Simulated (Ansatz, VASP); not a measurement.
**One calculation of ZrSnHg3, two programs**

```
Zr Sn Hg
1.0
     5.34410    0.00000    0.00000
     0.00000    5.34410    0.00000
     0.00000    0.00000    5.34410
Zr Sn Hg
1 1 3
Direct
  0.00000 0.00000 0.00000
  0.50000 0.50000 0.50000
  0.50000 0.00000 0.50000
  0.00000 0.50000 0.50000
  0.50000 0.50000 0.00000
```

Change from the starting cell: species swapped into the Lu3TlC type (Pm-3m, No. 221).

Alike in both runs: functional PBE; k mesh 4 × 4 × 4; occupations gaussian, width 0.1 eV; no spin polarisation.

Ansatz relaxed the structure, and its values are those at the end. VASP's run is a single point on that final structure, the one shown.

```csv
,VASP,Ansatz
version,VASP 6.6.1,Ansatz 0.2.0
potentials or method,"VASP PAW PBE potentials, release 64 (Zr_sv, Sn_d, Hg), cutoff 500 eV","scalar-relativistic, plane waves, PAW"
valence electrons in the cell,62,86
```

```csv
,VASP,Ansatz,Ansatz less VASP
gap on the k mesh at the Fermi level (eV),none,none,-
pressure (GPa),0.4,0.2,-0.15
```

A gap of «none» marks a metal or a gap that the smearing closes. VASP's potentials hold 62 valence electrons a cell and Ansatz's 86, so a difference there can come from the potentials and not from the codes.

Spin-orbit coupling is off throughout.
